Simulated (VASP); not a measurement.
The system is BaTiO3.

```
Ba Ti O
1.0
     2.81762    1.62675    2.31102
    -2.81762    1.62675    2.31102
     0.00000   -3.25350    2.31102
Ba Ti O
1 1 3
Direct
  0.00117 0.00117 0.00117
  0.51128 0.51128 0.51128
  0.48879 0.98107 0.48879
  0.48879 0.48879 0.98107
  0.98107 0.48879 0.48879
```

This cell differs from its parent crystal: equal strain along all axes, cell held: -1.5 %.

```yaml
Program: VASP 6.6.1
Task: relaxation of the atoms
Functional: PBE
Potentials_or_basis: VASP PAW PBE potentials, release 64 (Ba_sv, Ti_sv, O)
Cutoff: 520 eV
k_mesh: 6 × 6 × 6
Occupations: gaussian, width 0.02 eV
Spin: no spin polarisation
Hubbard_terms: Ti d U = 4.0 eV
```

At the start: pressure 11.9 GPa; volume 12.71 Å³/atom.

Task: How do energy, volume and symmetry change on relaxing?

Result: Over 11 steps the energy falls by 19.1 meV/atom at a fixed cell; space group R3m (No. 160, to 0.1 Å) before, Pm-3m (No. 221, to 0.1 Å).

Step by step:
| step | energy change (eV) | largest force (eV/Å) | pressure (GPa) |
| --- | --- | --- | --- |
| 1 | 0.0000 | 1.0866 | 11.89 |
| 2 | -0.0726 | 0.3360 | 9.43 |
| 3 | -0.0772 | 0.2587 | 8.97 |
| 4 | -0.0885 | 0.1643 | 8.87 |
| 5 | -0.0945 | 0.0770 | 8.77 |
| 6 | -0.0946 | 0.0755 | 8.77 |
| 7 | -0.0956 | 0.0233 | 8.75 |
| 8 | -0.0957 | 0.0093 | 8.74 |
| 9 | -0.0957 | 0.0090 | 8.75 |
| 10 | -0.0957 | 0.0092 | 8.75 |
| 11 | -0.0957 | 0.0040 | 8.74 |

Final structure:
```cif
data_structure
_symmetry_space_group_name_H-M 'P 1'
_symmetry_Int_Tables_number 1
_cell_length_a 3.9908
_cell_length_b 3.9908
_cell_length_c 3.9908
_cell_angle_alpha 89.827
_cell_angle_beta 89.827
_cell_angle_gamma 89.827
_cell_volume 63.56
loop_
_atom_site_label
_atom_site_type_symbol
_atom_site_fract_x
_atom_site_fract_y
_atom_site_fract_z
_atom_site_occupancy
Ba1 Ba 0.99419 0.99419 0.99419 1
Ti1 Ti 0.49429 0.49429 0.49429 1
O1 O 0.49419 0.99423 0.49419 1
O2 O 0.49419 0.49419 0.99423 1
O3 O 0.99423 0.49419 0.49419 1
```

Caveat: the cell differs from its parent crystal (equal strain along all axes, cell held: -1.5 %).
